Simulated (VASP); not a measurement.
# Ni2Ge: relaxation of shape and atoms at fixed volume with PBEsol

Ni2Ge:

```xyz
6
Lattice="4.0442 0.0000 0.0000 -2.0221 3.5024 0.0000 0.0000 0.0000 5.1267" Properties=species:S:1:pos:R:3 pbc="T T T"
Ni    2.0221    1.1675    1.2817
Ni    0.0000    2.3349    3.8450
Ni    0.0000    0.0000    0.0000
Ni    0.0000    0.0000    2.5633
Ge    2.0221    1.1675    3.8450
Ge    0.0000    2.3349    1.2817
```

* Program: VASP 6.6.1
* Task: relaxation of shape and atoms at fixed volume
* Functional: PBEsol
* Potentials or basis: VASP PAW PBE potentials, release 64 (Ni, Ge_d)
* Cutoff: 600 eV
* k mesh: 12 × 12 × 8
* Occupations: gaussian, width 0.1 eV
* Spin: no spin polarisation
* Dipole correction: no
* Further INCAR settings: ALGO = Fast; EDIFF = 1e-06; IBRION = 2; EDIFFG = -0.01; NSW = 50; ISIF = 4

The energy gained by relaxing is 0.1 meV/atom, the ionic steps are 3 and the pressure after relaxing is -10.0 GPa. The band gap on the k mesh is zero (bands 34 and 35 overlap by 2.57 eV).

The path:
| step | energy change (eV) | largest force (eV/Å) | pressure (GPa) | volume (Å³) |
| --- | --- | --- | --- | --- |
| 1 | 0.0000 | 0.0000 | -9.42 | 72.62 |
| 2 | -0.0004 | 0.0000 | -9.91 | 72.62 |
| 3 | -0.0004 | 0.0000 | -9.97 | 72.62 |

Final structure:
```cif
data_structure
_symmetry_space_group_name_H-M 'P 1'
_symmetry_Int_Tables_number 1
_cell_length_a 4.0391
_cell_length_b 4.0391
_cell_length_c 5.1396
_cell_angle_alpha 90.000
_cell_angle_beta 90.000
_cell_angle_gamma 120.000
_cell_volume 72.62
loop_
_atom_site_label
_atom_site_type_symbol
_atom_site_fract_x
_atom_site_fract_y
_atom_site_fract_z
_atom_site_occupancy
Ni1 Ni 0.66667 0.33333 0.25000 1
Ni2 Ni 0.33333 0.66667 0.75000 1
Ni3 Ni 0.00000 0.00000 0.00000 1
Ni4 Ni 0.00000 0.00000 0.50000 1
Ge1 Ge 0.66667 0.33333 0.75000 1
Ge2 Ge 0.33333 0.66667 0.25000 1
```

Levels at points of the mesh, in eV from the Fermi level:
```tsv
k point	band 32	band 33	band 34	band 35	band 36	band 37
(0.00, 0.00, 0.00)	-0.55	0.10	2.01	2.62	2.62	2.83
(0.50, 0.00, 0.00)	-1.08	-0.90	-0.60	-0.49	0.52	1.69
(0.00, 0.00, 0.50)	-1.05	1.21	1.21	3.10	3.10	3.10
(0.50, 0.00, 0.50)	-1.11	-0.79	-0.79	0.86	0.86	2.35
```

It took 14 min on 1 thread of AMD EPYC 7R43 64-Core Processor (Zen 3), with other jobs on the host, peak memory 0.37 GiB.

Caveat: the PAW data sets were made with another functional, which shifts forces and pressure a little. Spin polarisation is off, so any magnetic state and its effect on volume and gap are missing.
